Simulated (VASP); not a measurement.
# SrCl2 in VASP: notebook

Aim: see how the results for SrCl2 move with the level of theory and the settings. Levels: r2SCAN, PBE. Tasks: single point.

Program: VASP 6.6.1. These are calculated values, not measurements. Logs are shortened: lines on timing, memory, paths and dates and some standing lists are left out, and cuts for length are marked.

## (1) The cell of the first run

It takes space group Fm-3m (No. 225, cubic). Conventional cell: a = 7.041 Å, b = 7.041 Å, c = 7.041 Å, α = 90.00°, β = 90.00°, γ = 90.00°. Within 4.0 Å of Sr (site symmetry m-3m) lie 8 Cl at 3.05 Å. Within 4.0 Å of Cl (site symmetry -43m) lie 4 Sr at 3.05 Å and 6 Cl at 3.52 Å.

## (2) Single point, r2SCAN

File POSCAR:

```
SrCl2
1.0
    0.0000000000      3.5206059550      3.5206059550
    3.5206059550      0.0000000000      3.5206059550
    3.5206059550      3.5206059550      0.0000000000
Sr Cl
1 2
Direct
    0.0000000000      0.0000000000      0.0000000000
    0.2500000000      0.2500000000      0.2500000000
    0.7500000000      0.7500000000      0.7500000000
```

File INCAR.step1:

```
SYSTEM = SrCl2
PREC = Accurate
ENCUT = 520
ISMEAR = 0
SIGMA = 0.05
LREAL = .FALSE.
LASPH = .TRUE.
NELM = 100
NBANDS = 19
GGA = PE
ALGO = Normal
EDIFF = 1E-4
LWAVE = .TRUE.
LCHARG = .FALSE.
```

File INCAR.step2:

```
SYSTEM = SrCl2
PREC = Accurate
ENCUT = 520
EDIFF = 1E-6
ISMEAR = 0
SIGMA = 0.05
LREAL = .FALSE.
LASPH = .TRUE.
NELM = 100
ALGO = Normal
ISIF = 2
LWAVE = .FALSE.
LCHARG = .TRUE.
METAGGA = R2SCAN
LMIXTAU = .TRUE.
LELF = .TRUE.
LVHAR = .TRUE.
NBANDS = 19
ISTART = 1
```

File KPOINTS:

```
Automatic mesh
0
G
  8 8 8
  0 0 0
```

Potentials or basis: VASP PAW PBE potentials, release 64 (Sr_sv, Cl).

Run with:

```bash
$ cat potpaw_PBE.64/Sr_sv/POTCAR potpaw_PBE.64/Cl/POTCAR > POTCAR
$ cp INCAR.step1 INCAR
$ mpirun -np 1 vasp_std > vasp.out
$ cp INCAR.step2 INCAR
$ mpirun -np 1 vasp_std > vasp.out
```

OUTCAR:

```text
SYSTEM = SrCl2
   PREC = Accurate
   ENCUT = 520
   EDIFF = 1E-6
   ISMEAR = 0
   LREAL = .FALSE.
   LASPH = .TRUE.
   NELM = 100
   ISIF = 2
   METAGGA = R2SCAN
   ISTART = 1

 ion  position               nearest neighbor table
   1  0.000  0.000  0.000-   3 3.05   3 3.05   3 3.05   2 3.05   2 3.05   2 3.05   3 3.05   2 3.05

   2  0.250  0.250  0.250-   1 3.05   1 3.05   1 3.05   1 3.05
   3  0.750  0.750  0.750-   1 3.05   1 3.05   1 3.05   1 3.05

  LATTYP: Found a face centered cubic cell.
 ALAT       =     7.0412119100

  Lattice vectors:

 A1 = (   0.0000000000,   3.5206059550,   3.5206059550)
 A2 = (   3.5206059550,   0.0000000000,   3.5206059550)
 A3 = (   3.5206059550,   3.5206059550,   0.0000000000)

Analysis of symmetry for initial positions (statically):
=====================================================================
 Subroutine PRICEL returns:
 Original cell was already a primitive cell.

 Routine SETGRP: Setting up the symmetry group for a
 face centered cubic supercell.

 Subroutine GETGRP returns: Found 48 space group operations
 (whereof 48 operations were pure point group operations)
 out of a pool of 48 trial point group operations.

The static configuration has the point symmetry O_h .

Analysis of symmetry for dynamics (positions and initial velocities):
=====================================================================
 Subroutine PRICEL returns:
 Original cell was already a primitive cell.

 Routine SETGRP: Setting up the symmetry group for a
 face centered cubic supercell.

 Subroutine GETGRP returns: Found 48 space group operations
 (whereof 48 operations were pure point group operations)
 out of a pool of 48 trial point group operations.

The dynamic configuration has the point symmetry O_h .

 Subroutine INISYM returns: Found 48 space group operations
 (whereof 48 operations are pure point group operations),
 and found     1 'primitive' translations

----------------------------------------------------------------------------------------

                                     Primitive cell

  volume of cell :      87.2735

  direct lattice vectors                    reciprocal lattice vectors
     0.000000000  3.520605955  3.520605955    -0.142021006  0.142021006  0.142021006
     3.520605955  0.000000000  3.520605955     0.142021006 -0.142021006  0.142021006
     3.520605955  3.520605955  0.000000000     0.142021006  0.142021006 -0.142021006

  length of vectors
     4.978888689  4.978888689  4.978888689     0.245987598  0.245987598  0.245987598

  position of ions in fractional coordinates (direct lattice)
     0.000000000  0.000000000  0.000000000
     0.250000000  0.250000000  0.250000000
     0.750000000  0.750000000  0.750000000

  ion indices of the primitive-cell ions
   primitive index   ion index
                 1           1
                 2           2
                 3           3

----------------------------------------------------------------------------------------

 KPOINTS: Automatic mesh

Automatic generation of k-mesh.
 Grid dimensions read from file:
 generate k-points for:    8    8    8

 Generating k-lattice:

  Cartesian coordinates                     Fractional coordinates (reciprocal lattice)
    -0.017752626  0.017752626  0.017752626     0.125000000  0.000000000  0.000000000
     0.017752626 -0.017752626  0.017752626     0.000000000  0.125000000  0.000000000
     0.017752626  0.017752626 -0.017752626     0.000000000  0.000000000  0.125000000

  Length of vectors
     0.030748450  0.030748450  0.030748450

  Shift w.r.t. Gamma in fractional coordinates (k-lattice)
     0.000000000  0.000000000  0.000000000

 Subroutine IBZKPT returns following result:
 ===========================================

 Found     29 irreducible k-points:

 Following reciprocal coordinates:
            Coordinates               Weight
  0.000000  0.000000  0.000000      1.000000
  0.125000  0.000000  0.000000      8.000000
  0.250000  0.000000  0.000000      8.000000
  0.375000  0.000000  0.000000      8.000000
  0.500000  0.000000  0.000000      4.000000
  0.125000  0.125000  0.000000      6.000000
[... 16 lines left out ...]
  0.500000  0.250000  0.125000     48.000000
 -0.375000  0.250000  0.125000     24.000000
 [... further k-points ...]
   k-points           NKPTS =     29   k-points in BZ     NKDIM =     29   number of bands    NBANDS=     19
   number of dos      NEDOS =    301   number of ions     NIONS =      3
   total plane-waves  NPLWV =  64000
   dimension x,y,z NGX =    40 NGY =   40 NGZ =   40
   dimension x,y,z NGXF=    80 NGYF=   80 NGZF=   80
   ions per type =               1   2
   NGX,Y,Z   is equivalent  to a cutoff of  13.36, 13.36, 13.36 a.u.
   NGXF,Y,Z  is equivalent  to a cutoff of  26.71, 26.71, 26.71 a.u.
 SYSTEM =  SrCl2
   PREC   = accura    normal or accurate (medium, high low for compatibility)
   ISTART =      1    job   : 0-new  1-cont  2-samecut
   ICHARG =      0    charge: 1-file 2-atom 10-const
   ISPIN  =      1    spin polarized calculation?
   LNONCOLLINEAR =      F non collinear calculations
   LSORBIT =      F    spin-orbit coupling
   LASPH  =      T    aspherical Exc in radial PAW
   ENCUT  =  520.0 eV  38.22 Ry    6.18 a.u.   9.26  9.26  9.26*2*pi/ulx,y,z
   NELM   =    100;   NELMIN=  2; NELMDL=  0     # of ELM steps
   EDIFF  = 0.1E-05   stopping-criterion for ELM
   LREAL  =      F    real-space projection
   EDIFFG = 0.1E-04   stopping-criterion for IOM
   NSW    =      0    number of steps for IOM
   IBRION =     -1    ionic relax: 0-MD 1-quasi-New 2-CG
   NFREE  =      0    steps in history (QN), initial steepest desc. (CG)
   ISIF   =      2    stress and relaxation
   ISYM   =      2    0-nonsym 1-usesym 2-fastsym
   POTIM  = 0.5000    time-step for ionic-motion
   TEBEG  =    0.0;   TEEND  =   0.0 temperature during run
   PSTRESS=    0.0 pullay stress
   NELECT =      24.0000    total number of electrons
   NUPDOWN=      -1.0000    fix difference up-down
   EMIN   =  10.00;   EMAX   =-10.00  energy-range for DOS
   EFERMI =   0.00;   METHOD = LEGACY
   ISMEAR =     0;   SIGMA  =   0.05  broadening in eV -4-tet -1-fermi 0-gaus
   EFERMI_NEDOS =   21; number of points for ismear=-14 and -15
   IALGO  =     38    algorithm
   IMIX   =      4    mixing-type and parameters
     AMIX     =   0.40;   BMIX     =  1.00
     AMIX_MAG =   1.60;   BMIX_MAG =  1.00
  volume/ion in A,a.u.               =      29.09       196.32
  Fermi-wavevector in a.u.,A,eV,Ry     =   1.064595  2.011793 15.420338  1.133363
  Thomas-Fermi vector in A             =   2.200119
   LORBIT       =      0    0 simple, 1 ext, 2 COOP (PROOUT), +10 PAW based schemes
   METAGGA = R2SCAN    functional components
   LHFCALC =     F    Hartree Fock is set to
   AEXX    =    0.0000 exact exchange contribution
   IVDW    =     0    specifies the selected vdW correction
   LEPSILON=     F    determine dielectric tensor
   LRPA    =     F    only Hartree local field effects (RPA)
 non-spin polarized calculation
 Gauss-broadening in eV      SIGMA  =   0.05
  energy-cutoff  :      520.00
  volume of cell :       87.27
 maximum number of plane-waves:      2397
 NGX is ok and might be reduce to    40

 number of electron      23.9999999 magnetization

 Free energy of the ion-electron system (eV)
  ---------------------------------------------------
  ext. energy  EPLUGINS =         0.00000000
  ---------------------------------------------------
  free energy    TOTEN  =       -35.69424740 eV

  energy without entropy =      -35.69424740  energy(sigma->0) =      -35.69424740

 E-fermi :  -0.1936     XC(G=0):  -8.6401

 val. band max:       -0.3996152180   @ k =   0.5000   0.5000   0.0000
 cond. band min:       5.4641558588   @ k =   0.0000   0.0000   0.0000
 fundamental gap:      5.8637710768
 Fermi energy:        -0.1936228687

 k-point     1 :       0.0000    0.0000    0.0000
  band No.  band energies     occupation
      1     -34.4426      2.00000
      2     -15.8008      2.00000
      3     -15.8008      2.00000
      4     -15.8008      2.00000
      5     -14.2012      2.00000
      6     -13.3823      2.00000
[... 11 lines left out ...]
     18       9.1773      0.00000
     19       9.5038      0.00000

 k-point     2 :       0.1250    0.0000    0.0000
  band No.  band energies     occupation
      1     -34.4422      2.00000
      2     -15.8493      2.00000
      3     -15.8026      2.00000
      4     -15.8026      2.00000
      5     -14.1168      2.00000
      6     -13.4153      2.00000
[... 11 lines left out ...]
     18       9.0027      0.00000
     19       9.8266      0.00000

 k-point     3 :       0.2500    0.0000    0.0000
  band No.  band energies     occupation
      1     -34.4412      2.00000
      2     -15.9492      2.00000
      3     -15.8068      2.00000
      4     -15.8068      2.00000
      5     -13.9415      2.00000
      6     -13.4799      2.00000
[... 11 lines left out ...]
     18       8.8289      0.00000
     19       9.7421      0.00000

 k-point     4 :       0.3750    0.0000    0.0000
  band No.  band energies     occupation
      1     -34.4402      2.00000
      2     -16.0319      2.00000
      3     -15.8110      2.00000
      4     -15.8110      2.00000
      5     -13.8306      2.00000
      6     -13.4922      2.00000
[... 11 lines left out ...]
     18       8.7929      0.00000
     19       8.9548      0.00000

 k-point     5 :       0.5000    0.0000    0.0000
  band No.  band energies     occupation
      1     -34.4398      2.00000
      2     -16.0624      2.00000
      3     -15.8127      2.00000
      4     -15.8127      2.00000
      5     -13.8155      2.00000
      6     -13.4685      2.00000
[... 11 lines left out ...]
     18       8.8181      0.00000
     19       9.0601      0.00000
[... 334 lines left out ...]
      2     -16.1217      2.00000
      3     -15.8291      2.00000
      4     -15.8291      2.00000
      5     -13.6729      2.00000
      6     -13.4914      2.00000
[... 11 lines left out ...]
     18       8.8831      0.00000
     19      10.1758      0.00000

 k-point    22 :       0.3750    0.2500    0.1250
  band No.  band energies     occupation
      1     -34.4404      2.00000
      2     -15.9884      2.00000
      3     -15.8402      2.00000
      4     -15.8123      2.00000
      5     -13.7963      2.00000
      6     -13.5389      2.00000
[... 11 lines left out ...]
     18       8.7626      0.00000
     19       9.7000      0.00000

 k-point    23 :       0.5000    0.2500    0.1250
  band No.  band energies     occupation
      1     -34.4396      2.00000
      2     -16.0189      2.00000
      3     -15.8807      2.00000
      4     -15.8169      2.00000
      5     -13.6978      2.00000
      6     -13.5505      2.00000
[... 11 lines left out ...]
     18       8.9241      0.00000
     19       9.7448      0.00000

 k-point    24 :      -0.3750    0.2500    0.1250
  band No.  band energies     occupation
      1     -34.4393      2.00000
      2     -16.0252      2.00000
      3     -15.9022      2.00000
      4     -15.8191      2.00000
      5     -13.6912      2.00000
      6     -13.5213      2.00000
[... 11 lines left out ...]
     18       9.2560      0.00000
     19       9.4104      0.00000

 [... further k-points ...]
[... 5 lines left out ...]
  --------------------------------------------------------------------------------------
  -------------------------------------------------------------------------------------
  Total       -0.3744884     -0.3744884     -0.3744884      0.0000000      0.0000000      0.0000000
  in kB       -6.8749055     -6.8749055     -6.8749055      0.0000000      0.0000000      0.0000000
  external PRESSURE =      -6.8749055 kB  Pullay stress =       0.0000000 kB

 VOLUME and BASIS-vectors are now :
 -----------------------------------------------------------------------------
  energy-cutoff  :      520.00
  volume of cell :       87.27
      direct lattice vectors                 reciprocal lattice vectors
     0.000000000  3.520605955  3.520605955    -0.142021006  0.142021006  0.142021006
     3.520605955  0.000000000  3.520605955     0.142021006 -0.142021006  0.142021006
     3.520605955  3.520605955  0.000000000     0.142021006  0.142021006 -0.142021006

 POSITION                                       TOTAL-FORCE (eV/Angst)
 -----------------------------------------------------------------------------------
      0.00000      0.00000      0.00000        -0.000000     -0.000000     -0.000000
      1.76030      1.76030      1.76030         0.000000     -0.000000      0.000000
      5.28091      5.28091      5.28091        -0.000000      0.000000      0.000000
 -----------------------------------------------------------------------------------
    total drift:                               -0.000000     -0.000000      0.000000

  FREE ENERGIE OF THE ION-ELECTRON SYSTEM (eV)
  ---------------------------------------------------
  free  energy   TOTEN  =       -35.6942474009 eV

  energy  without entropy=      -35.6942474009  energy(sigma->0) =      -35.69424740
```

Run time: 5.4 min. Hardware: 1 thread of Oxide Virtual Turin-like, shared host; peak memory 0.24 GiB.

Results:

```
Free energy            : -35.6942 eV
Pressure               : -0.7 GPa
Band gap on the k mesh : 5.86 eV, indirect (least direct gap 6.00 eV)
```

Levels at points of the mesh, in eV from the valence-band top:
| k point | band 8 | band 9 | band 10 | band 11 | band 12 | band 13 | band 14 | band 15 | band 16 | band 17 |
| --- | --- | --- | --- | --- | --- | --- | --- | --- | --- | --- |
| (0.00, 0.00, 0.00) | -2.06 | -2.06 | -0.34 | -0.34 | -0.34 | 5.86 | 6.70 | 6.70 | 9.58 | 9.58 |
| (0.50, 0.00, 0.00) | -1.50 | -1.43 | -1.29 | -1.03 | -1.03 | 7.27 | 7.27 | 8.16 | 8.19 | 9.22 |
| (0.50, 0.50, 0.00) | -1.85 | -1.85 | -0.38 | -0.38 | 0.00 | 6.00 | 7.71 | 8.15 | 8.63 | 8.63 |

Caveat: the PAW data sets were made with another functional, which shifts forces and pressure a little.

## (3) Single point, PBE

This run uses another cell than the first one, of 28.80 Å³/atom, 0.990 times its volume.

File INCAR:

```
SYSTEM = SrCl2
PREC = Accurate
ENCUT = 520
EDIFF = 1E-6
ISMEAR = 0
SIGMA = 0.05
LREAL = .False.
LASPH = .True.
NELM = 100
ALGO = Normal
ISIF = 2
LWAVE = .False.
LCHARG = .True.
GGA = PE
LELF = .True.
LVHAR = .True.
NBANDS = 19
```

File KPOINTS:

```
regular mesh
0
Gamma
  8 8 8
  0 0 0
```

File POSCAR:

```
SrCl2
1.0
    0.0000000000      3.4853998954      3.5206059550
    3.5206059550      0.0000000000      3.5206059550
    3.5206059550      3.4853998954      0.0000000000
Sr Cl
1 2
Direct
    0.0000000000      0.0000000000      0.0000000000
    0.2500000000      0.2500000000      0.2500000000
    0.7500000000      0.7500000000      0.7500000000
```

Potentials or basis: VASP PAW PBE potentials, release 64 (Sr_sv, Cl).

Run with:

```bash
$ cat potpaw_PBE.64/Sr_sv/POTCAR potpaw_PBE.64/Cl/POTCAR > POTCAR
$ mpirun -np 1 vasp_std > vasp.out
```

It took 2.7 min on 1 thread of Oxide Virtual Turin-like, shared host; peak memory 0.25 GiB.

Results (log left out):

```yaml
Free_energy: -12.7889 eV
Pressure: 0.4 GPa
Band_gap_on_the_k_mesh: 5.23 eV, indirect (least direct gap 5.47 eV)
```

Stress tensor (GPa, compression positive):
```
0.26 0.00 0.00
0.00 0.76 0.00
0.00 0.00 0.26
```

Levels at points of the mesh, in eV from the valence-band top:
```
           k point  band 10  band 11  band 12  band 13  band 14  band 15
(0.00, 0.00, 0.00)    -0.40    -0.40    -0.32     5.23     6.03     6.10
(0.50, 0.00, 0.00)    -1.33    -1.07    -1.06     6.65     6.66     7.40
(0.50, 0.50, 0.00)    -0.47    -0.38    -0.06     5.47     6.93     7.52
(0.50, 0.00, 0.50)    -0.45    -0.45     0.00     5.47     7.00     7.51
```

## (4) Single point, PBE (atom 1 (Sr) moved 0.05 Å along y)

File INCAR:

```
  PREC = Accurate
  ENCUT = 520
  EDIFF = 1E-6
  ISMEAR = 0
  SIGMA = 0.05
  LREAL = F
  LASPH = T
  NELM = 60
  ALGO = Normal
  ISIF = 2
  LWAVE = F
  LCHARG = F
  GGA = PE
  NBANDS = 19
```

File KPOINTS:

```
regular mesh
0
Gamma
  8 8 8
```

File POSCAR:

```
SrCl2
1.0
    0.0000000000      3.5206059550      3.5206059550
    3.5206059550      0.0000000000      3.5206059550
    3.5206059550      3.5206059550      0.0000000000
Sr Cl
1 2
Direct
    0.0071010503     -0.0071010503      0.0071010503
    0.2500000000      0.2500000000      0.2500000000
    0.7500000000      0.7500000000      0.7500000000
```

Run with:

```bash
$ cat potpaw_PBE.64/Sr_sv/POTCAR potpaw_PBE.64/Cl/POTCAR > POTCAR
$ mpirun -np 1 vasp_std > vasp.out
```

It took 2.5 min on 1 thread of Oxide Virtual Turin-like, shared host; peak memory 0.25 GiB.

It converged, with:

```yaml
Free_energy: -12.7885 eV
Pressure: 0.1 GPa
Largest_force: 0.117 eV/Å
Band_gap_on_the_k_mesh: 5.23 eV, indirect (least direct gap 5.51 eV)
```

Forces in eV/Å, atoms in the order of the input:
```
Sr   0.000 -0.117  0.000
Cl   0.000  0.059  0.000
Cl   0.000  0.059  0.000
```

Levels at points of the mesh, in eV from the valence-band top:
```tsv
k point	band 8	band 9	band 10	band 11	band 12	band 13	band 14	band 15	band 16	band 17
(0.00, 0.00, 0.00)	-2.03	-2.03	-0.33	-0.33	-0.33	5.23	6.10	6.11	8.92	8.92
(0.50, 0.00, 0.00)	-1.49	-1.45	-1.27	-1.01	-1.01	6.68	6.68	7.39	7.85	8.49
(0.50, 0.50, 0.00)	-1.82	-1.82	-0.39	-0.38	0.00	5.51	6.96	7.52	7.89	7.92
(0.50, 0.00, 0.50)	-1.82	-1.82	-0.39	-0.39	0.00	5.52	6.97	7.52	7.92	7.92
```

Caveat: the cell differs from its parent crystal (atom 1 (Sr) moved 0.05 Å along y). A k mesh can miss the band edges.

## (5) Summary

```tsv
level	cell	gap on the mesh (eV)	pressure (GPa)
r2SCAN	a = 4.979 Å, angles 60.0°, 3 atoms	5.86	-0.7
PBE	a = 4.954, b = 4.979 Å, angles 59.8, 60.3, 59.8°, 3 atoms	5.23	0.4
PBE	a = 4.979 Å, angles 60.0°, 3 atoms	5.23	0.1
```

Some of these runs hold the atoms at other places in the same cell, which the table doesn't show; runs alike in all that it shows share one row.

Alike in all rows: task single point; potentials or basis VASP PAW PBE potentials, release 64 (Sr_sv, Cl); no spin polarisation; k mesh 8 × 8 × 8; cutoff (eV) 520; smearing gaussian 0.05 eV.

Caveats: the PAW data sets were made with another functional, which shifts forces and pressure a little (some runs).

Total energies depend on the potentials used, so only differences within one code and one set of settings carry meaning.
